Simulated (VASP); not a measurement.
Set up this calculation in VASP 6.6.1, as the native input.

- Task: single point
- Functional: PBE
- Potentials or basis: VASP PAW PBE potentials, release 64 (K_sv, Re, W_sv)
- Cutoff: 520 eV
- k mesh: 4 × 4 × 4
- Occupations: gaussian, width 0.1 eV
- Spin: no spin polarisation
- Dipole correction: no
- Further INCAR settings: ALGO = Normal; EDIFF = 1e-07; NBANDS = 30

The structure of KRe3W lies in POSCAR:

```
KRe3W
1.0
    4.8553996989      0.0000000000      0.0000000000
    0.0000000000      4.8553996989      0.0000000000
    0.0000000000      0.0000000000      4.8553996989
K Re W
1 3 1
Direct
    0.0000000000      0.0000000000      0.0000000000
    0.0000000000      0.5000000000      0.5000000000
    0.5000000000      0.0000000000      0.5000000000
    0.5000000000      0.5000000000      0.0000000000
    0.5000000000      0.5000000000      0.5000000000
```

These files were run (other wordings do the same):

INCAR

```
SYSTEM = KRe3W
ALGO     = Normal         ! electronic algorithm
EDIFF    = 1E-7           ! SCF threshold, eV
ENCUT    = 520            ! plane-wave cutoff, eV
GGA      = PE             ! functional
ISIF     = 2              ! what is computed and relaxed
ISMEAR   = 0              ! smearing method
LASPH    = .TRUE.         ! aspherical terms in the spheres
LCHARG   = .TRUE.         ! write CHGCAR
LELF     = .TRUE.         ! ELF
LREAL    = .FALSE.        ! projectors in reciprocal space
LVHAR    = .TRUE.       
LWAVE    = .FALSE.        ! write WAVECAR
NBANDS   = 30             ! bands
NELM     = 80             ! most SCF steps
PREC     = Accurate       ! precision mode
SIGMA    = 0.1            ! smearing width, eV
```

KPOINTS

```
k-points
0
G
  4 4 4
  0 0 0
```

Potentials or basis: VASP PAW PBE potentials, release 64 (K_sv, Re, W_sv).

The run is started by

```bash
$ cat potpaw_PBE.64/K_sv/POTCAR potpaw_PBE.64/Re/POTCAR potpaw_PBE.64/W_sv/POTCAR > POTCAR
$ mpirun -np 1 vasp_std > vasp.out
```

It gave:

```yaml
Pressure: 0.6 GPa
Band_gap_on_the_k_mesh: zero (band 22 reaches 4.94 eV, above the bottom of band 23 at 3.46 eV)
```

Caveat: spin-orbit coupling is left out, which moves the levels of the heavy elements.

Wall time 61 s on 1 thread of Intel Xeon 6975P-C, with other jobs on the host, peak memory 0.23 GiB.
